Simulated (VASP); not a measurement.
# MnO (Fm-3m) in VASP: a series of runs

MnO is run at these levels: PBE+D4, PBEsol+D4, HSE06; tasks: relaxation of cell and atoms, single point.

Everything below comes from runs of VASP 6.6.1. Logs are shortened: lines on timing, memory, paths and dates and some standing lists are left out, and cuts for length are marked.

## 1. The cell of the first run

It takes space group Fm-3m (No. 225, cubic). Conventional cell: a = 4.448 Å, b = 4.448 Å, c = 4.448 Å, α = 90.00°, β = 90.00°, γ = 90.00°. Within 2.9 Å of Mn (site symmetry m-3m) lie 6 O at 2.22 Å. O (site symmetry m-3m) has 6 Mn at 2.22 Å within 2.9 Å.

## 2. Relaxation of cell and atoms, PBE+D4, collinear spin, ferromagnetic start

INCAR reads:

```
SYSTEM = MnO
ALGO = Normal ; EDIFF = 1E-6
EDIFFG = -0.01 ; ENCUT = 600
GGA = PE ; IBRION = 2
ISIF = 3 ; ISMEAR = -1
ISPIN = 2 ; IVDW = 13
LASPH = .True. ; LCHARG = .False.
LMAXMIX = 4 ; LORBIT = 11
LREAL = .False. ; LWAVE = .False.
MAGMOM = 4 0 ; NELM = 150
NSW = 60 ; PREC = Accurate
SIGMA = 0.05
```

KPOINTS reads:

```
k-points
0
Gamma
  10 10 10
  0 0 0
```

POSCAR reads:

```
MnO
1.0
    0.0000000000      2.2239077028      2.2239077028
    2.2239077028      0.0000000000      2.2239077028
    2.2239077028      2.2239077028      0.0000000000
Mn O
1 1
Direct
    0.0000000000      0.0000000000      0.0000000000
    0.5000000000      0.5000000000      0.5000000000
```

Potentials or basis: VASP PAW PBE potentials, release 64 (Mn_pv, O).

Started as:

```console
> cat potpaw_PBE.64/Mn_pv/POTCAR potpaw_PBE.64/O/POTCAR > POTCAR
> mpirun -np 1 vasp_std > vasp.out
```

OUTCAR:

```text
SYSTEM = MnO
   EDIFF = 1E-6
   EDIFFG = -0.01
   ENCUT = 600
   GGA = PE
   IBRION = 2
   ISIF = 3
   ISMEAR = -1
   ISPIN = 2
   IVDW = 13
   LASPH = .True.
   LORBIT = 11
   LREAL = .False.
   NELM = 150
   NSW = 60
   PREC = Accurate

 ion  position               nearest neighbor table
   1  0.000  0.000  0.000-   2 2.22   2 2.22   2 2.22   2 2.22   2 2.22   2 2.22
   2  0.500  0.500  0.500-   1 2.22   1 2.22   1 2.22   1 2.22   1 2.22   1 2.22

  LATTYP: Found a face centered cubic cell.
 ALAT       =     4.4478154056

  Lattice vectors:

 A1 = (   0.0000000000,   2.2239077028,   2.2239077028)
 A2 = (   2.2239077028,   0.0000000000,   2.2239077028)
 A3 = (   2.2239077028,   2.2239077028,   0.0000000000)

Analysis of symmetry for initial positions (statically):
=====================================================================
 Subroutine PRICEL returns:
 Original cell was already a primitive cell.

 Routine SETGRP: Setting up the symmetry group for a
 face centered cubic supercell.

 Subroutine GETGRP returns: Found 48 space group operations
 (whereof 48 operations were pure point group operations)
 out of a pool of 48 trial point group operations.

The static configuration has the point symmetry O_h .

Analysis of symmetry for dynamics (positions and initial velocities):
=====================================================================
 Subroutine PRICEL returns:
 Original cell was already a primitive cell.

 Routine SETGRP: Setting up the symmetry group for a
 face centered cubic supercell.

 Subroutine GETGRP returns: Found 48 space group operations
 (whereof 48 operations were pure point group operations)
 out of a pool of 48 trial point group operations.

The dynamic configuration has the point symmetry O_h .

Analysis of structural, dynamic, and magnetic symmetry:
=====================================================================
 Subroutine PRICEL returns:
 Original cell was already a primitive cell.

 Routine SETGRP: Setting up the symmetry group for a
 face centered cubic supercell.

 Subroutine GETGRP returns: Found 48 space group operations
 (whereof 48 operations were pure point group operations)
 out of a pool of 48 trial point group operations.

The overall configuration has the point symmetry O_h .

 Subroutine INISYM returns: Found 48 space group operations
 (whereof 48 operations are pure point group operations),
 and found     1 'primitive' translations

----------------------------------------------------------------------------------------

                                     Primitive cell

  volume of cell :      21.9979

  direct lattice vectors                    reciprocal lattice vectors
     0.000000000  2.223907703  2.223907703    -0.224829474  0.224829474  0.224829474
     2.223907703  0.000000000  2.223907703     0.224829474 -0.224829474  0.224829474
     2.223907703  2.223907703  0.000000000     0.224829474  0.224829474 -0.224829474

  length of vectors
     3.145080435  3.145080435  3.145080435     0.389416073  0.389416073  0.389416073

  position of ions in fractional coordinates (direct lattice)
     0.000000000  0.000000000  0.000000000
     0.500000000  0.500000000  0.500000000

  ion indices of the primitive-cell ions
   primitive index   ion index
                 1           1
                 2           2

----------------------------------------------------------------------------------------

 KPOINTS: k-points

Automatic generation of k-mesh.
 Grid dimensions read from file:
 generate k-points for:   10   10   10

 Generating k-lattice:

  Cartesian coordinates                     Fractional coordinates (reciprocal lattice)
    -0.022482947  0.022482947  0.022482947     0.100000000  0.000000000  0.000000000
     0.022482947 -0.022482947  0.022482947     0.000000000  0.100000000  0.000000000
     0.022482947  0.022482947 -0.022482947     0.000000000  0.000000000  0.100000000

  Length of vectors
     0.038941607  0.038941607  0.038941607

  Shift w.r.t. Gamma in fractional coordinates (k-lattice)
     0.000000000  0.000000000  0.000000000

 Subroutine IBZKPT returns following result:
 ===========================================

 Found     47 irreducible k-points:

 Following reciprocal coordinates:
            Coordinates               Weight
  0.000000  0.000000  0.000000      1.000000
  0.100000  0.000000  0.000000      8.000000
  0.200000  0.000000  0.000000      8.000000
  0.300000  0.000000  0.000000      8.000000
  0.400000  0.000000  0.000000      8.000000
  0.500000  0.000000  0.000000      4.000000
[... 16 lines left out ...]
  0.300000  0.300000  0.000000      6.000000
  0.400000  0.300000  0.000000     24.000000
 [... further k-points ...]
   k-points           NKPTS =     47   k-points in BZ     NKDIM =     47   number of bands    NBANDS=     15
   number of dos      NEDOS =    301   number of ions     NIONS =      2
   total plane-waves  NPLWV =  21952
[... 52 lines left out ...]
      0.00000      0.00000      0.00000         0.000000      0.000000      0.000000
      2.22391      2.22391      2.22391         0.000000      0.000000     -0.000000
 -----------------------------------------------------------------------------------
    total drift:                                0.000000      0.000000      0.000000

  FREE ENERGIE OF THE ION-ELECTRON SYSTEM (eV)
  ---------------------------------------------------
  free  energy   TOTEN  =       -17.0488210537 eV

  energy  without entropy=      -17.0416989546  energy(sigma->0) =      -17.04526000

--------------------------------------- Ionic step        2  -------------------------------------------

 number of electron      19.0000006 magnetization       4.6838879

 Free energy of the ion-electron system (eV)
  ---------------------------------------------------
  ext. energy  EPLUGINS =         0.00000000
  ---------------------------------------------------
  free energy    TOTEN  =       -16.39885628 eV

  energy without entropy =      -16.38820496  energy(sigma->0) =      -16.39353062

 E-fermi :   7.9730     XC(G=0): -12.0519

 val. band max:        7.9637371189   @ k =   0.2000   0.2000   0.0000
 cond. band min:       7.9755167850   @ k =  -0.4000   0.2000   0.0000
 fundamental gap:      0.0117796661
 Fermi energy:         7.9729929147

 spin component 1

 k-point     1 :       0.0000    0.0000    0.0000
  band No.  band energies     occupation
      1     -42.3993      1.00000
      2     -42.3993      1.00000
      3     -42.3993      1.00000
      4     -12.6151      1.00000
      5       4.0361      1.00000
      6       4.0361      1.00000
      7       4.0361      1.00000
      8       4.7047      1.00000
      9       4.7047      1.00000
     10       4.7047      1.00000
     11       5.2594      1.00000
     12       5.2594      1.00000
     13       7.5735      0.99966
     14      22.0184      0.00000
[... 403 lines left out ...]
      4     -11.7405      1.00000
      5       0.5403      1.00000
      6       2.4893      1.00000
      7       2.7622      1.00000
      8       4.1875      1.00000
      9       5.7512      1.00000
     10       6.0039      1.00000
     11       6.1578      1.00000
     12       6.5851      1.00000
     13      12.9467      0.00000
     14      16.9778      0.00000
     15      18.3534      0.00000

 [... further k-points ...]

 spin component 2

 k-point     1 :       0.0000    0.0000    0.0000
  band No.  band energies     occupation
      1     -37.8060      1.00000
      2     -37.8060      1.00000
      3     -37.8060      1.00000
      4     -12.1779      1.00000
      5       4.4174      1.00000
      6       4.4174      1.00000
      7       4.4174      1.00000
      8       8.5875      0.00000
      9       8.5875      0.00000
     10       8.5875      0.00000
     11       8.8547      0.00000
     12       9.2539      0.00000
     13       9.2539      0.00000
     14      22.6409      0.00000
[... 403 lines left out ...]
      4     -11.3213      1.00000
      5       1.2985      1.00000
      6       3.2453      1.00000
      7       3.4403      1.00000
      8       7.5066      0.99991
      9       9.9087      0.00000
     10      10.1680      0.00000
     11      10.1905      0.00000
     12      10.2398      0.00000
     13      14.4851      0.00000
     14      18.5212      0.00000
     15      20.0583      0.00000

 [... further k-points ...]

------------------------ aborting loop because EDIFF is reached ----------------------------------------

  DFT-D4 for vdW energy calculation

  Edisp (eV):   -0.65689

  FORCE on cell =-STRESS in cart. coord.  units (eV):
  Direction    XX          YY          ZZ          XY          YZ          ZX
  --------------------------------------------------------------------------------------
  -------------------------------------------------------------------------------------
  Total      -0.01792    -0.01792    -0.01792     0.00000    -0.00000     0.00000
  in kB      -1.34997    -1.34997    -1.34997     0.00000    -0.00000     0.00000
  external pressure =       -1.35 kB  Pullay stress =        0.00 kB

 VOLUME and BASIS-vectors are now :
 -----------------------------------------------------------------------------
  energy-cutoff  :      600.00
  volume of cell :       21.26
      direct lattice vectors                 reciprocal lattice vectors
     0.000000000  2.198905372  2.198905372    -0.227385865  0.227385865  0.227385865
     2.198905372  0.000000000  2.198905372     0.227385865 -0.227385865  0.227385865
     2.198905372  2.198905372  0.000000000     0.227385865  0.227385865 -0.227385865

 POSITION                                       TOTAL-FORCE (eV/Angst)
 -----------------------------------------------------------------------------------
      2.19891      2.19891      0.00000        -0.000000      0.000000      0.000000
      2.19891      2.19891      2.19891         0.000000     -0.000000     -0.000000
 -----------------------------------------------------------------------------------
    total drift:                                0.000000      0.000000      0.000000

  FREE ENERGIE OF THE ION-ELECTRON SYSTEM (eV)
  ---------------------------------------------------
  free  energy   TOTEN  =       -17.0557413123 eV

  energy  without entropy=      -17.0450899896  energy(sigma->0) =      -17.05041565

 reached required accuracy - stopping structural energy minimisation

 total charge

# of ion       s       p       d       tot
------------------------------------------
    1        0.208   6.187   4.996  11.390
    2        1.558   3.428   0.000   4.986
--------------------------------------------------
tot          1.765   9.615   4.996  16.376

 magnetization (x)

# of ion       s       p       d       tot
------------------------------------------
    1        0.033   0.026   4.205   4.264
    2        0.031   0.166   0.000   0.197
--------------------------------------------------
tot          0.064   0.192   4.205   4.461
```

It took 73 s on 1 thread of AMD EPYC 7R13 (Zen 3), shared host; peak memory 0.16 GiB.

Results:

```yaml
Free_energy: -17.0557 eV
Relaxed_volume: 10.63 Å³/atom
Relaxed_cell: a = 3.110 Å, b = 3.110 Å, c = 3.110 Å, α = 60.00°, β = 60.00°, γ = 60.00°
Space_group_after_relaxing_to_0.1_Å: Fm-3m (No. 225)
Energy_gained_by_relaxing: 3.5 meV/atom
Ionic_steps: 2
Pressure_after_relaxing: -0.1 GPa
Net_moment: 4.68 μB per cell
Site_moments: Mn +4.26; O +0.20 μB
Valence_electrons_inside_the_program's_atomic_spheres: Mn 11.39; O 4.99
Dispersion_energy_per_atom: -0.328 eV
```

Step by step:
| step | energy change (eV) | largest force (eV/Å) | pressure (GPa) | volume (Å³) |
| --- | --- | --- | --- | --- |
| 1 | 0.0000 | 0.0000 | -3.39 | 22.00 |
| 2 | -0.0069 | 0.0000 | -0.13 | 21.26 |

Final structure:
```
Mn O
1.0
     0.00000    2.19891    2.19891
     2.19891    0.00000    2.19891
     2.19891    2.19891    0.00000
Mn O
1 1
Direct
  0.00000 0.00000 0.00000
  0.50000 0.50000 0.50000
```

Caveat: a cell with one magnetic atom can't hold antiferromagnetic order, which such compounds often take; semilocal functionals often make such compounds metallic where correlation or magnetic order opens a gap, which also shifts bond lengths. With open d or f shells a metallic result of PBE can be an artefact of self-interaction; +U or a hybrid may open a gap.

## 3. Relaxation of cell and atoms, PBEsol+D4, collinear spin, ferromagnetic start

INCAR reads:

```
ALGO = Normal ; EDIFF = 1E-6
EDIFFG = -0.01 ; ENCUT = 600
GGA = PS ; IBRION = 2
ISIF = 3 ; ISMEAR = -1
ISPIN = 2 ; IVDW = 13
LASPH = T ; LCHARG = F
LMAXMIX = 4 ; LORBIT = 11
LREAL = F ; LWAVE = F
MAGMOM = 4 0 ; NELM = 150
NSW = 60 ; PREC = Accurate
SIGMA = 0.05
```

KPOINTS reads:

```
k-points
0
Gamma
  10 10 10
```

POSCAR is that of step 2.

Potentials or basis: VASP PAW PBE potentials, release 64 (Mn_pv, O).

Started as:

```console
> cat potpaw_PBE.64/Mn_pv/POTCAR potpaw_PBE.64/O/POTCAR > POTCAR
> mpirun -np 1 vasp_std > vasp.out
```

Wall time 2 min (1 thread of AMD EPYC 7R13 (Zen 3), shared host); peak memory 0.17 GiB.

It converged, with:

| Quantity | Value |
| --- | --- |
| Free energy | -17.5464 eV |
| Relaxed volume | 9.97 Å³/atom |
| Relaxed cell | a = 3.044 Å, b = 3.044 Å, c = 3.044 Å, α = 60.00°, β = 60.00°, γ = 60.00° |
| Space group after relaxing (to 0.1 Å) | Fm-3m (No. 225) |
| Ionic steps | 3 |
| Pressure after relaxing | 0.0 GPa |
| Net moment | 4.38 μB per cell |
| Site moments | Mn +4.02; O +0.17 μB |
| Valence electrons inside the program's atomic spheres | Mn 11.48; O 4.98 |
| Dispersion energy per atom | -0.145 eV |

The path:
```csv
step,energy change (eV),largest force (eV/Å),pressure (GPa),volume (Å³)
1,0.0000,0.0000,-9.09,22.00
2,0.0406,0.0000,-0.62,20.07
3,0.0404,0.0000,-0.03,19.95
```

Final structure:
```
CELL_PARAMETERS angstrom
0.00000 2.15257 2.15257
2.15257 0.00000 2.15257
2.15257 2.15257 0.00000
ATOMIC_POSITIONS crystal
Mn 0.00000 0.00000 0.00000
O 0.50000 0.50000 0.50000
```

Levels at points of the mesh, in eV from the Fermi level:
Spin up:
```csv
k point,band 9,band 10,band 11,band 12,band 13,band 14,band 15
"(0.00, 0.00, 0.00)",-3.33,-3.33,-2.73,-2.73,-0.16,14.06,17.00
"(0.50, 0.00, 0.00)",-2.24,-1.78,0.47,0.47,3.55,8.47,12.39
"(0.50, 0.50, 0.00)",-2.21,-1.90,-1.90,-1.69,5.62,8.22,10.84
```
Spin down:
| k point | band 3 | band 4 | band 5 | band 6 | band 7 | band 8 | band 9 | band 10 | band 11 | band 12 |
| --- | --- | --- | --- | --- | --- | --- | --- | --- | --- | --- |
| (0.00, 0.00, 0.00) | -45.88 | -20.73 | -3.94 | -3.94 | -3.94 | 0.26 | 0.26 | 0.26 | 0.98 | 1.00 |
| (0.50, 0.00, 0.00) | -45.89 | -19.54 | -8.38 | -5.67 | -5.67 | 1.68 | 1.70 | 1.70 | 3.66 | 3.66 |
| (0.50, 0.50, 0.00) | -45.92 | -19.62 | -7.29 | -5.01 | -5.01 | -1.57 | 1.69 | 2.08 | 2.21 | 2.21 |

Caveat: the PAW data sets were made with another functional, which shifts forces and pressure a little; a cell with one magnetic atom can't hold antiferromagnetic order, which such compounds often take; semilocal functionals often make such compounds metallic where correlation or magnetic order opens a gap, which also shifts bond lengths. With open d or f shells a metallic result of PBEsol can be an artefact of self-interaction; +U or a hybrid may open a gap.

## 4. Single point, HSE06, collinear spin, ferromagnetic start

This run uses another cell than the first one, of 11.05 Å³/atom.

POSCAR reads:

```
MnO
1.0
    0.0000000000      2.2273630613      2.2273630613
    2.2273630613      0.0000000000      2.2273630613
    2.2273630613      2.2273630613      0.0000000000
Mn O
1 1
Direct
    0.0000000000      0.0000000000      0.0000000000
    0.5000000000      0.5000000000      0.5000000000
```

INCAR.step1 reads:

```
PREC = Accurate
ENCUT = 520
EDIFF = 1E-5
ISMEAR = -1
SIGMA = 0.05
LREAL = False
LASPH = True
NELM = 150
ALGO = Normal
ISIF = 2
LWAVE = True
LCHARG = False
ISPIN = 2
MAGMOM = 4 0
LORBIT = 11
LMAXMIX = 4
NBANDS = 20
GGA = PE
```

INCAR.step2 reads:

```
PREC = Accurate
ENCUT = 520
EDIFF = 1E-7
ISMEAR = -1
SIGMA = 0.05
LREAL = False
LASPH = True
NELM = 150
ALGO = Normal
ISIF = 2
LWAVE = False
LCHARG = False
ISPIN = 2
MAGMOM = 4 0
LORBIT = 11
LMAXMIX = 4
GGA = PE
LHFCALC = True
HFSCREEN = 0.2079
PRECFOCK = Normal
NBANDS = 20
ISTART = 1
```

KPOINTS reads:

```
regular mesh
0
Gamma
  5 5 5
```

Started as:

```console
> cat potpaw_PBE.64/Mn_pv/POTCAR potpaw_PBE.64/O/POTCAR > POTCAR
> cp INCAR.step1 INCAR
> mpirun -np 1 vasp_std > vasp.out
> cp INCAR.step2 INCAR
> mpirun -np 1 vasp_std > vasp.out
```

Run time: 51 min. Hardware: 1 thread of Intel Xeon 8259CL, shared host; peak memory 0.26 GiB.

Results (log left out):

| Property | Result |
| --- | --- |
| Free energy | -23.7617 eV |
| Pressure | 0.6 GPa |
| Band gap on the k mesh | 1.44 eV (least direct gap 4.01 eV) |
| Net moment | 5.00 μB per cell |
| Site moments | Mn +4.58; O +0.20 μB |
| Valence electrons inside the program's atomic spheres | Mn 11.32; O 5.04 |

Levels at points of the mesh, in eV from the valence-band top:
Spin up:
| k point | band 9 | band 10 | band 11 | band 12 | band 13 | band 14 | band 15 | band 16 |
| --- | --- | --- | --- | --- | --- | --- | --- | --- |
| (0.00, 0.00, 0.00) | -3.45 | -3.20 | -3.20 | -3.20 | 1.44 | 16.12 | 18.59 | 18.59 |
Spin down:
| k point | band 5 | band 6 | band 7 | band 8 | band 9 | band 10 |
| --- | --- | --- | --- | --- | --- | --- |
| (0.00, 0.00, 0.00) | -2.57 | -2.57 | -2.57 | 2.90 | 4.28 | 4.28 |

Caveat: the k points lie up to 0.49 Å⁻¹ apart; the PAW data sets were made with another functional, which shifts forces and pressure a little; an odd mesh through Γ misses points on the zone boundary, where band edges can lie; a cell with one magnetic atom can't hold antiferromagnetic order, which such compounds often take.

## 5. Summary

```csv
task,level,cell,k mesh,cutoff (eV),grid for exact exchange (PRECFOCK),share of exact exchange,screening parameter,gap on the mesh (eV),pressure (GPa),moment (μB),relaxed volume (Å³/atom)
relaxation of cell and atoms,PBE+D4,"relaxed from a = 3.145 Å, angles 60.0°, 2 atoms",10 × 10 × 10,600,-,-,-,none,-0.1,4.68,10.63
relaxation of cell and atoms,PBEsol+D4,"relaxed from a = 3.145 Å, angles 60.0°, 2 atoms",10 × 10 × 10,600,-,-,-,none,0.0,4.38,9.97
single point,HSE06,"a = 3.150 Å, angles 60.0°, 2 atoms",5 × 5 × 5,520,Normal,0.25,0.2079 1/Å,1.44,0.6,5.00,-
```

Alike in all rows: potentials or basis VASP PAW PBE potentials, release 64 (Mn_pv, O); spin collinear, ferromagnetic start; smearing fermi-dirac 0.05 eV.

Caveats: some runs use coarse meshes; a cell with one magnetic atom can't hold antiferromagnetic order, which such compounds often take; semilocal functionals often make such compounds metallic where correlation or magnetic order opens a gap, which also shifts bond lengths (at least some runs); the PAW data sets were made with another functional, which shifts forces and pressure a little (at least some runs); an odd mesh through Γ misses points on the zone boundary, where band edges can lie (at least some runs).

Total energies depend on the potentials used, so only differences within one code and one set of settings carry meaning.

The gap in the log of VASP goes by the Fermi energy; the results here count the filled bands.